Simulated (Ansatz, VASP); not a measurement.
# MgF2: VASP beside Ansatz

File INCAR:

```
SYSTEM = MgF2
PREC     = Accurate       ! precision mode
ENCUT    = 520            ! plane-wave cutoff, eV
EDIFF    = 1E-8           ! SCF threshold, eV
ISMEAR   = -1             ! smearing method
SIGMA    = 0.02           ! smearing width, eV
LREAL    = .False.        ! projectors in reciprocal space
LASPH    = .True.         ! aspherical terms in the spheres
NELM     = 120            ! most SCF steps
ALGO     = Normal         ! electronic algorithm
ISIF     = 2              ! what is computed and relaxed
LWAVE    = .False.        ! write WAVECAR
LCHARG   = .False.        ! write CHGCAR
GGA      = CA             ! functional
LEFG     = .True.       
NBANDS   = 25             ! bands
GGA_COMPAT= .False.
```

KPOINTS

```
Automatic mesh
0
Gamma
  5 5 7
  0 0 0
```

POSCAR

```
MgF2
1.0
    4.6366532689      0.0000000000      0.0000000000
    0.0000000000      4.6366532689      0.0000000000
    0.0000000000      0.0000000000      3.0259196749
Mg F
2 4
Direct
    0.0000000000      0.0000000000      0.0000000000
    0.5000000000      0.5000000000      0.5000000000
    0.3028000000      0.3028000000      0.0000000000
    0.1972000000      0.8028000000      0.5000000000
    0.6972000000      0.6972000000      0.0000000000
    0.8028000000      0.1972000000      0.5000000000
```

Input for Ansatz:

```yaml
crystal:
  lattice:
    - [4.6366532689, 0.0, 0.0]
    - [0.0, 4.6366532689, 0.0]
    - [0.0, 0.0, 3.0259196749]
  atoms:
    - { symbol: Mg, position: [0.0, 0.0, 0.0] }
    - { symbol: Mg, position: [0.5, 0.5, 0.5] }
    - { symbol: F, position: [0.3028, 0.3028, 0.0] }
    - { symbol: F, position: [0.1972, 0.8028, 0.5] }
    - { symbol: F, position: [0.6972, 0.6972, 0.0] }
    - { symbol: F, position: [0.8028, 0.1972, 0.5] }
kpoints:
  mp_grid: { grid: [5, 5, 7] }
scf:
  occupations: { method: fermi_dirac, width: 0.02 }
hamiltonian:
  xc: lda
  pseudopotentials: { kind: paw }
output:
  forces: true
  stress: true
  eigenvalues: true
  efg: { contact_densities: true }
```

Change from the starting cell: volume scaled by 1.01, PAW files.

Alike in both runs: task electric field gradients; functional LDA; k mesh 5 × 5 × 7; occupations fermi-dirac, width 0.02 eV; no spin polarisation.

|  | VASP | Ansatz |
| --- | --- | --- |
| version | VASP 6.6.1 | Ansatz 0.2.0 |
| potentials or method | VASP PAW LDA potentials, release 64 (Mg, F) | PAW with Ansatz's default frozen-core files, scalar-relativistic |
| plane-wave cutoff (eV) | 520 | 420 |
| valence electrons in the cell | 32 | 48 |

```tsv
	VASP	Ansatz	Ansatz less VASP
gap on the k mesh at the Fermi level (eV)	6.79	6.83	+0.035
pressure (GPa)	-5.8	-4.1	+1.73
traceless stress, the component that is largest in VASP (GPa)	0.90	0.70	-0.197
rms of the force components (eV/Å)	0.017	0.025	+0.0073
size of Vzz on the site where it differs most (V/Å²)	49.3	49.9	+0.62
```

LDA's correlation is that of Perdew and Zunger in VASP and of Perdew and Wang (1992) in Ansatz. Atom by atom the forces differ by 0.007 eV/Å (rms over components). VASP's potentials hold 32 valence electrons a cell and Ansatz's 48, so a difference there can come from the potentials and not from the codes.
